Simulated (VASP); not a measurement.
Input of a VASP 6.6.1 run:

File INCAR:

```
PREC = Accurate
ENCUT = 600
EDIFF = 1E-7
ISMEAR = -1
SIGMA = 0.02
LREAL = False
LASPH = True
NELM = 100
ALGO = Normal
ISIF = 3
LWAVE = False
LCHARG = False
GGA = PS
IBRION = 2
NSW = 80
EDIFFG = -0.005
```

The input KPOINTS:

```
Automatic mesh
0
Gamma
  4 4 4
```

POSCAR

```
CsPbCl3
1.0
    4.0593838623      2.3436863656      3.3140719845
   -4.0593838623      2.3436863656      3.3140719845
    0.0000000000     -4.6873727313      3.3140719845
Cs Pb Cl
1 1 3
Direct
    0.5000000000      0.5000000000      0.5000000000
    0.0000000000      0.0000000000      0.0000000000
    0.5000000000      0.0000606899      0.9999393101
    0.0000606899      0.9999393101      0.5000000000
    0.9999393101      0.5000000000      0.0000606899
```

Potentials or basis: VASP PAW PBE potentials, release 64 (Cs_sv, Pb_d, Cl).

Command:

```sh
$ cat potpaw_PBE.64/Cs_sv/POTCAR potpaw_PBE.64/Pb_d/POTCAR potpaw_PBE.64/Cl/POTCAR > POTCAR
$ mpirun -np 1 vasp_std > vasp.out
```

(1) Predict the relaxed volume.

(2) What does it give for the band gap on the k mesh?

(3) Estimate the space group after relaxing (to 0.1 Å).

(4) Estimate the relaxed cell.

Answers

(1) 35.63 Å³/atom.

(2) 1.85 eV.

(3) Pm-3m (No. 221).

(4) a = 5.627 Å, b = 5.627 Å, c = 5.627 Å, α = 90.00°, β = 90.00°, γ = 90.00°.

Caveat: the PAW data sets were made with another functional, which shifts forces and pressure a little; spin-orbit coupling is left out, which moves the levels of the heavy elements.
